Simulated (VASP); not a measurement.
# Re (P6_3/mmc) in VASP: a series of runs

Runs on Re. Level: PBE. Tasks: single point.

Program: VASP 6.6.1. These are calculated values, not measurements. Logs are shortened: lines on timing, memory, paths and dates and some standing lists are left out, and cuts for length are marked.

### 1 The cell of the first run

The structure is hexagonal, space group P6_3/mmc (No. 194). Conventional cell: a = 2.761 Å, b = 2.761 Å, c = 4.458 Å, α = 90.00°, β = 90.00°, γ = 120.00°. Within 3.6 Å of Re (site symmetry -6m2) lie 12 Re at 2.74 to 2.76 Å.

### 2 Single point, PBE

Contents of INCAR:

```
SYSTEM = Re
ALGO = Fast
EDIFF = 1E-7
ENCUT = 520
GGA = PE
ISIF = 2
ISMEAR = 0
LASPH = .True.
LCHARG = .False.
LREAL = .False.
LWAVE = .False.
NBANDS = 14
NELM = 80
PREC = Accurate
SIGMA = 0.1
```

Contents of KPOINTS:

```
k-points
0
Gamma
  9 9 4
  0 0 0
```

Contents of POSCAR:

```
Re
1.0
    2.7608000000      0.0000000000      0.0000000000
   -1.3804000000      2.3909229348      0.0000000000
    0.0000000000      0.0000000000      4.4582000000
Re
2
Direct
    0.3333333333      0.6666666667      0.2500000000
    0.6666666667      0.3333333333      0.7500000000
```

Potentials or basis: VASP PAW PBE potentials, release 64 (Re).

Started as:

```sh
cat potpaw_PBE.64/Re/POTCAR > POTCAR
mpirun -np 1 vasp_std > vasp.out
```

OUTCAR:

```text
SYSTEM = Re
   EDIFF = 1E-7
   ENCUT = 520
   GGA = PE
   ISIF = 2
   ISMEAR = 0
   LASPH = .True.
   LREAL = .False.
   NELM = 80
   PREC = Accurate

 ion  position               nearest neighbor table
   1  0.333  0.667  0.250-   2 2.74   2 2.74   2 2.74   2 2.74   2 2.74   2 2.74
   2  0.667  0.333  0.750-   1 2.74   1 2.74   1 2.74   1 2.74   1 2.74   1 2.74

  LATTYP: Found a hexagonal cell.
 ALAT       =     2.7608000000
 C/A-ratio  =     1.6148217908

  Lattice vectors:

 A1 = (   2.7608000000,   0.0000000000,   0.0000000000)
 A2 = (  -1.3804000000,   2.3909229348,   0.0000000000)
 A3 = (   0.0000000000,   0.0000000000,   4.4582000000)

Analysis of symmetry for initial positions (statically):
=====================================================================
 Subroutine PRICEL returns:
 Original cell was already a primitive cell.

 Routine SETGRP: Setting up the symmetry group for a
 hexagonal supercell.

 Subroutine GETGRP returns: Found 24 space group operations
 (whereof 12 operations were pure point group operations)
 out of a pool of 24 trial point group operations.

The static configuration has the point symmetry D_3d.
 The point group associated with its full space group is D_6h.

Analysis of symmetry for dynamics (positions and initial velocities):
=====================================================================
 Subroutine PRICEL returns:
 Original cell was already a primitive cell.

 Routine SETGRP: Setting up the symmetry group for a
 hexagonal supercell.

 Subroutine GETGRP returns: Found 24 space group operations
 (whereof 12 operations were pure point group operations)
 out of a pool of 24 trial point group operations.

The dynamic configuration has the point symmetry D_3d.
 The point group associated with its full space group is D_6h.

 Subroutine INISYM returns: Found 24 space group operations
 (whereof 12 operations are pure point group operations),
 and found     1 'primitive' translations

----------------------------------------------------------------------------------------

                                     Primitive cell

  volume of cell :      29.4280

  direct lattice vectors                    reciprocal lattice vectors
     2.760800000  0.000000000  0.000000000     0.362213851  0.209124264  0.000000000
    -1.380400000  2.390922935  0.000000000     0.000000000  0.418248529  0.000000000
     0.000000000  0.000000000  4.458200000     0.000000000  0.000000000  0.224305774

  length of vectors
     2.760800000  2.760800000  4.458200000     0.418248529  0.418248529  0.224305774

  position of ions in fractional coordinates (direct lattice)
     0.333333333  0.666666667  0.250000000
     0.666666667  0.333333333  0.750000000

  ion indices of the primitive-cell ions
   primitive index   ion index
                 1           1
                 2           2

----------------------------------------------------------------------------------------

 KPOINTS: k-points

Automatic generation of k-mesh.
 Grid dimensions read from file:
 generate k-points for:    9    9    4

 Generating k-lattice:

  Cartesian coordinates                     Fractional coordinates (reciprocal lattice)
     0.040245983  0.023236029  0.000000000     0.111111111 -0.000000000  0.000000000
     0.000000000  0.046472059  0.000000000     0.000000000  0.111111111  0.000000000
     0.000000000  0.000000000  0.056076443     0.000000000  0.000000000  0.250000000

  Length of vectors
     0.046472059  0.046472059  0.056076443

  Shift w.r.t. Gamma in fractional coordinates (k-lattice)
     0.000000000  0.000000000  0.000000000

 Subroutine IBZKPT returns following result:
 ===========================================

 Found     36 irreducible k-points:

 Following reciprocal coordinates:
            Coordinates               Weight
  0.000000  0.000000  0.000000      1.000000
  0.111111 -0.000000  0.000000      6.000000
  0.222222 -0.000000  0.000000      6.000000
  0.333333 -0.000000  0.000000      6.000000
  0.444444 -0.000000  0.000000      6.000000
  0.111111  0.111111  0.000000      6.000000
[... 16 lines left out ...]
  0.333333  0.222222  0.250000     24.000000
  0.333333  0.333333  0.250000      4.000000
 [... further k-points ...]
   k-points           NKPTS =     36   k-points in BZ     NKDIM =     36   number of bands    NBANDS=     14
   number of dos      NEDOS =    301   number of ions     NIONS =      2
   total plane-waves  NPLWV =  20736
   dimension x,y,z NGX =    24 NGY =   24 NGZ =   36
   dimension x,y,z NGXF=    48 NGYF=   48 NGZF=   72
   ions per type =               2
   NGX,Y,Z   is equivalent  to a cutoff of  14.45, 14.45, 13.42 a.u.
   NGXF,Y,Z  is equivalent  to a cutoff of  28.90, 28.90, 26.85 a.u.
 SYSTEM =  Re
   PREC   = accura    normal or accurate (medium, high low for compatibility)
   ISTART =      0    job   : 0-new  1-cont  2-samecut
   ICHARG =      2    charge: 1-file 2-atom 10-const
   ISPIN  =      1    spin polarized calculation?
   LNONCOLLINEAR =      F non collinear calculations
   LSORBIT =      F    spin-orbit coupling
   LASPH  =      T    aspherical Exc in radial PAW
   ENCUT  =  520.0 eV  38.22 Ry    6.18 a.u.   5.13  5.13  8.29*2*pi/ulx,y,z
   NELM   =     80;   NELMIN=  2; NELMDL= -5     # of ELM steps
   EDIFF  = 0.1E-06   stopping-criterion for ELM
   LREAL  =      F    real-space projection
   EDIFFG = 0.1E-05   stopping-criterion for IOM
   NSW    =      0    number of steps for IOM
   IBRION =     -1    ionic relax: 0-MD 1-quasi-New 2-CG
   NFREE  =      0    steps in history (QN), initial steepest desc. (CG)
   ISIF   =      2    stress and relaxation
   ISYM   =      2    0-nonsym 1-usesym 2-fastsym
   POTIM  = 0.5000    time-step for ionic-motion
   TEBEG  =    0.0;   TEEND  =   0.0 temperature during run
   PSTRESS=    0.0 pullay stress
   NELECT =      14.0000    total number of electrons
   NUPDOWN=      -1.0000    fix difference up-down
   EMIN   =  10.00;   EMAX   =-10.00  energy-range for DOS
   EFERMI =   0.00;   METHOD = LEGACY
   ISMEAR =     0;   SIGMA  =   0.10  broadening in eV -4-tet -1-fermi 0-gaus
   EFERMI_NEDOS =   21; number of points for ismear=-14 and -15
   IALGO  =     68    algorithm
   IMIX   =      4    mixing-type and parameters
     AMIX     =   0.40;   BMIX     =  1.00
     AMIX_MAG =   1.60;   BMIX_MAG =  1.00
  volume/ion in A,a.u.               =      14.71        99.29
  Fermi-wavevector in a.u.,A,eV,Ry     =   1.278000  2.415070 22.222174  1.633284
  Thomas-Fermi vector in A             =   2.410568
   LORBIT       =      0    0 simple, 1 ext, 2 COOP (PROOUT), +10 PAW based schemes
   GGA     = PE    functional components
   LHFCALC =     F    Hartree Fock is set to
   AEXX    =    0.0000 exact exchange contribution
   IVDW    =     0    specifies the selected vdW correction
   LEPSILON=     F    determine dielectric tensor
   LRPA    =     F    only Hartree local field effects (RPA)
 non-spin polarized calculation
 RMM-DIIS sequential band-by-band and
 Gauss-broadening in eV      SIGMA  =   0.10
  energy-cutoff  :      520.00
  volume of cell :       29.43
 maximum number of plane-waves:       808
 NGX is ok and might be reduce to    24
   NGX = 11   NGY = 11   NGZ = 17

 number of electron      14.0000000 magnetization

 Free energy of the ion-electron system (eV)
  ---------------------------------------------------
  ext. energy  EPLUGINS =         0.00000000
  ---------------------------------------------------
  free energy    TOTEN  =       -24.84321450 eV

  energy without entropy =      -24.83478367  energy(sigma->0) =      -24.83899908

 E-fermi :   7.9137     XC(G=0): -13.7286

 val. band max:        7.8918730285   @ k =   0.1111   0.1111   0.0000
 cond. band min:       7.9416980255   @ k =   0.1111  -0.0000   0.0000
 fundamental gap:      0.0498249970
 Fermi energy:         7.9137347140

 k-point     1 :       0.0000    0.0000    0.0000
  band No.  band energies     occupation
      1      -1.9820      2.00000
      2       1.2632      2.00000
      3       6.3100      2.00000
      4       6.3100      2.00000
      5       6.3128      2.00000
      6       7.1472      2.00000
      7       7.1472      2.00000
      8       8.0800      0.01872
      9       8.0800      0.01872
     10       8.5029      0.00000
     11      11.2567      0.00000
     12      11.2567      0.00000
     13      17.9088      0.00000
     14      22.0290      0.00000

 k-point     2 :       0.1111   -0.0000    0.0000
  band No.  band energies     occupation
      1      -1.4850      2.00000
      2       1.7199      2.00000
      3       5.5149      2.00000
      4       6.7537      2.00000
      5       6.7702      2.00000
      6       6.9013      2.00000
      7       7.0445      2.00000
      8       7.5813      2.00000
      9       7.7193      1.99403
     10       7.9417      0.69250
     11      11.4937      0.00000
     12      13.0355      0.00000
     13      17.8606      0.00000
     14      23.0967      0.00000

 k-point     3 :       0.2222   -0.0000    0.0000
  band No.  band energies     occupation
      1      -0.1813      2.00000
      2       2.5866      2.00000
      3       4.8636      2.00000
      4       4.9577      2.00000
      5       6.1642      2.00000
      6       7.0007      2.00000
      7       7.3919      2.00000
      8       8.0817      0.01755
      9       8.1156      0.00430
     10       8.8019      0.00000
     11      11.8883      0.00000
     12      15.7874      0.00000
     13      17.5039      0.00000
     14      23.8266      0.00000
[... 324 lines left out ...]
 k-point    23 :       0.3333    0.2222    0.2500
  band No.  band energies     occupation
      1       2.4700      2.00000
      2       3.5213      2.00000
      3       3.6874      2.00000
      4       4.3971      2.00000
      5       5.4918      2.00000
      6       6.3882      2.00000
      7       7.5840      2.00000
      8       9.7939      0.00000
      9      10.6544      0.00000
     10      12.1332      0.00000
     11      14.5793      0.00000
     12      15.7661      0.00000
     13      18.4091      0.00000
     14      18.9121      0.00000

 k-point    24 :       0.3333    0.3333    0.2500
  band No.  band energies     occupation
      1       3.1644      2.00000
      2       3.5900      2.00000
      3       3.5900      2.00000
      4       4.5326      2.00000
      5       5.7307      2.00000
      6       5.7307      2.00000
      7       7.7275      1.99156
      8       9.7110      0.00000
      9      11.1759      0.00000
     10      11.1759      0.00000
     11      15.3077      0.00000
     12      15.3077      0.00000
     13      18.1150      0.00000
     14      21.0760      0.00000

 [... further k-points ...]
[... 5 lines left out ...]
  --------------------------------------------------------------------------------------
  -------------------------------------------------------------------------------------
  Total        1.0256003      1.0256003      0.9660449      0.0000000     -0.0000000      0.0000000
  in kB       55.8378426     55.8378426     52.5954054      0.0000000     -0.0000000      0.0000000
  external PRESSURE =      54.7570302 kB  Pullay stress =       0.0000000 kB

 VOLUME and BASIS-vectors are now :
 -----------------------------------------------------------------------------
  energy-cutoff  :      520.00
  volume of cell :       29.43
      direct lattice vectors                 reciprocal lattice vectors
     2.760800000  0.000000000  0.000000000     0.362213851  0.209124264  0.000000000
    -1.380400000  2.390922935  0.000000000     0.000000000  0.418248529  0.000000000
     0.000000000  0.000000000  4.458200000     0.000000000  0.000000000  0.224305774

 POSITION                                       TOTAL-FORCE (eV/Angst)
 -----------------------------------------------------------------------------------
     -0.00000      1.59395      1.11455        -0.000000      0.000000      0.000000
      1.38040      0.79697      3.34365         0.000000     -0.000000      0.000000
 -----------------------------------------------------------------------------------
    total drift:                               -0.000000      0.000000     -0.000000

  FREE ENERGIE OF THE ION-ELECTRON SYSTEM (eV)
  ---------------------------------------------------
  free  energy   TOTEN  =       -24.8432144956 eV

  energy  without entropy=      -24.8347836677  energy(sigma->0) =      -24.83899908
```

Run time: 15 s. Hardware: 1 thread of Intel Xeon Platinum 8375C at 2.90GHz (Ice Lake), shared host; peak memory 0.15 GiB.

Results:

```yaml
Free_energy: -24.8432 eV
Pressure: 5.5 GPa
Band_gap_on_the_k_mesh: zero (band 7 reaches 9.01 eV, above the bottom of band 8 at 6.18 eV)
```

Stress tensor (GPa, compression positive):
```
5.58 0.00 0.00
0.00 5.58 0.00
0.00 0.00 5.26
```

Levels at points of the mesh, in eV from the Fermi level:
| k point | band 4 | band 5 | band 6 | band 7 | band 8 | band 9 | band 10 | band 11 |
| --- | --- | --- | --- | --- | --- | --- | --- | --- |
| (0.00, 0.00, 0.00) | -1.60 | -1.60 | -0.77 | -0.77 | 0.17 | 0.17 | 0.59 | 3.34 |
| (0.00, 0.00, 0.50) | -2.40 | -1.73 | -1.73 | -1.73 | -1.73 | 2.53 | 2.53 | 2.53 |

Caveat: spin-orbit coupling is left out, which moves the levels of the heavy elements.

### 3 Single point, PBE

This run uses another cell than the first one, of 14.95 Å³/atom, 1.016 times its volume.

Contents of INCAR:

```
PREC = Accurate
ENCUT = 520
EDIFF = 1E-7
ISMEAR = 0
SIGMA = 0.1
LREAL = F
LASPH = T
NELM = 80
ALGO = Normal
ISIF = 2
LWAVE = F
LCHARG = F
GGA = PE
NBANDS = 14
```

Contents of KPOINTS:

```
regular mesh
0
Gamma
  18 18 10
```

Contents of POSCAR:

```
Re
1.0
    2.7748870812      0.0000000000      0.0000000000
   -1.3874435406      2.4031227049      0.0000000000
    0.0000000000      0.0000000000      4.4841279421
Re
2
Direct
    0.3333333333      0.6666666667      0.2500000000
    0.6666666667      0.3333333333      0.7500000000
```

Potentials or basis: VASP PAW PBE potentials, release 64 (Re).

Started as:

```sh
cat potpaw_PBE.64/Re/POTCAR > POTCAR
mpirun -np 1 vasp_std > vasp.out
```

OUTCAR:

```text
PREC = Accurate
   ENCUT = 520
   EDIFF = 1E-7
   ISMEAR = 0
   LREAL = F
   LASPH = T
   NELM = 80
   ISIF = 2
   GGA = PE

 ion  position               nearest neighbor table
   1  0.333  0.667  0.250-   2 2.76   2 2.76   2 2.76   2 2.76   2 2.76   2 2.76
   2  0.667  0.333  0.750-   1 2.76   1 2.76   1 2.76   1 2.76   1 2.76   1 2.76

  LATTYP: Found a hexagonal cell.
 ALAT       =     2.7748870812
 C/A-ratio  =     1.6159677172

  Lattice vectors:

[... 595 lines left out ...]

 [... further k-points ...]

------------------------ aborting loop because EDIFF is reached ----------------------------------------

  FORCE on cell =-STRESS in cart. coord.  units (eV):
  Direction    XX          YY          ZZ          XY          YZ          ZX
  --------------------------------------------------------------------------------------
  -------------------------------------------------------------------------------------
  Total       -0.0931922     -0.0931922     -0.1210263      0.0000000      0.0000000      0.0000000
  in kB       -4.9933347     -4.9933347     -6.4847161      0.0000000      0.0000000      0.0000000
  external PRESSURE =      -5.4904618 kB  Pullay stress =       0.0000000 kB

 VOLUME and BASIS-vectors are now :
 -----------------------------------------------------------------------------
  energy-cutoff  :      520.00
  volume of cell :       29.90
      direct lattice vectors                 reciprocal lattice vectors
     2.774887081  0.000000000  0.000000000     0.360375025  0.208062617  0.000000000
    -1.387443541  2.403122705  0.000000000     0.000000000  0.416125235  0.000000000
     0.000000000  0.000000000  4.484127942     0.000000000  0.000000000  0.223008802

 POSITION                                       TOTAL-FORCE (eV/Angst)
 -----------------------------------------------------------------------------------
     -0.00000      1.60208      1.12103        -0.000000      0.000000      0.000000
      1.38744      0.80104      3.36310         0.000000     -0.000000      0.000000
 -----------------------------------------------------------------------------------
    total drift:                               -0.000000      0.000000     -0.000000

  FREE ENERGIE OF THE ION-ELECTRON SYSTEM (eV)
  ---------------------------------------------------
  free  energy   TOTEN  =       -24.8545045809 eV

  energy  without entropy=      -24.8461155491  energy(sigma->0) =      -24.85031006
```

It took 62 s on 1 thread of Intel Xeon Platinum 8375C at 2.90GHz (Ice Lake), shared host; peak memory 0.22 GiB.

Results:

* Free energy: -24.8545 eV
* Pressure: -0.5 GPa
* Band gap on the k mesh: zero (band 7 reaches 9.10 eV, above the bottom of band 8 at 6.03 eV)

Stress tensor (GPa, compression positive):
```
-0.50  0.00  0.00
 0.00 -0.50  0.00
 0.00  0.00 -0.65
```

Caveat: spin-orbit coupling is left out, which moves the levels of the heavy elements.
